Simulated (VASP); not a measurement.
Write the native input for VASP 6.6.1 that does the following.

```yaml
Task: single point
Functional: PBE
Potentials_or_basis: VASP PAW PBE potentials, release 64 (Sn_d, Te)
Cutoff: 500 eV
k_mesh: 6 × 6 × 6
Occupations: gaussian, width 0.01 eV
Spin: no spin polarisation
Dipole_correction: no
Further_INCAR_settings: ALGO = Normal; EDIFF = 1e-06; NBANDS = 17
```

The structure of SnTe lies in POSCAR:

```
SnTe
1.0
    0.0000000000      3.0865288906      3.0865288906
    3.0865288906      0.0000000000      3.0865288906
    3.0865288906      3.0865288906      0.0000000000
Sn Te
1 1
Direct
    0.0000000000      0.0000000000      0.0000000000
    0.5000000000      0.5000000000      0.5000000000
```

The input as run:

INCAR

```
SYSTEM = SnTe
ALGO = Normal ; EDIFF = 1E-6
ENCUT = 500 ; GGA = PE
GGA_COMPAT = .FALSE. ; ISIF = 2
ISMEAR = 0 ; LASPH = .TRUE.
LCHARG = .TRUE. ; LELF = .TRUE.
LREAL = .FALSE. ; LVHAR = .TRUE.
LWAVE = .FALSE. ; NBANDS = 17
NELM = 120 ; PREC = Accurate
SIGMA = 0.01
```

KPOINTS

```
k-points
0
G
  6 6 6
  0 0 0
```

Potentials or basis: VASP PAW PBE potentials, release 64 (Sn_d, Te).

Run with:

```bash
$ cat potpaw_PBE.64/Sn_d/POTCAR potpaw_PBE.64/Te/POTCAR > POTCAR
$ mpirun -np 1 vasp_std > vasp.out
```

It gave:

```yaml
Pressure: 5.9 GPa
Band_gap_on_the_k_mesh: 0.29 eV, direct
```

Caveat: spin-orbit coupling is left out, which moves the levels of the heavy elements.

Run time: 13 s on 1 thread of AMD EPYC 9R14, with other jobs on the host, peak memory 0.15 GiB.
